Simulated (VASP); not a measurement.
Set up this calculation in VASP 6.6.1, as the native input.

* Task: single point
* Functional: PBEsol
* Potentials or basis: VASP PAW PBE potentials, release 64 (P)
* Cutoff: 520 eV
* k mesh: 8 × 1 × 6
* Occupations: gaussian, width 0.05 eV
* Spin: no spin polarisation
* Dipole correction: no
* Further INCAR settings: ALGO = Normal; EDIFF = 1e-06; NBANDS = 18

The structure of P lies in POSCAR:

```
P
1.0
    3.2837277200      0.0000000000      0.0000000000
    0.0000000000     34.8570309900      0.0000000000
    0.0000000000      0.0000000000      4.6320847100
P
4
Direct
    0.0000000000      0.9686895641      0.5868714795
    0.0000000000      0.0313104359      0.4131285205
    0.5000000000      0.0313104359      0.0868714795
    0.5000000000      0.9686895641      0.9131285205
```

This cell differs from its parent crystal: mode 7 (349.0 1/cm) frozen in, largest displacement +0.060 Å.

These files were run (other wordings do the same):

INCAR

```
SYSTEM = P
PREC = Accurate ; ENCUT = 520
EDIFF = 1E-6 ; ISMEAR = 0
SIGMA = 0.05 ; LREAL = .FALSE.
LASPH = .TRUE. ; NELM = 80
ALGO = Normal ; ISIF = 2
LWAVE = .FALSE. ; LCHARG = .FALSE.
GGA = PS ; NBANDS = 18
```

KPOINTS

```
Automatic mesh
0
G
  8 1 6
  0 0 0
```

Potentials or basis: VASP PAW PBE potentials, release 64 (P).

Launch:

```bash
$ cat potpaw_PBE.64/P/POTCAR > POTCAR
$ mpirun -np 1 vasp_std > vasp.out
```

It gave:

| Quantity | Value |
| --- | --- |
| Largest force | 0.629 eV/Å |
| Band gap on the k mesh | 0.57 eV, direct |

Caveat: the cell differs from its parent crystal (mode 7 (349.0 1/cm) frozen in, largest displacement +0.060 Å); the PAW data sets were made with another functional, which shifts forces and pressure a little.

Run time: 11 min on 1 thread of AMD EPYC 7R13, on a shared host, peak memory 0.53 GiB.
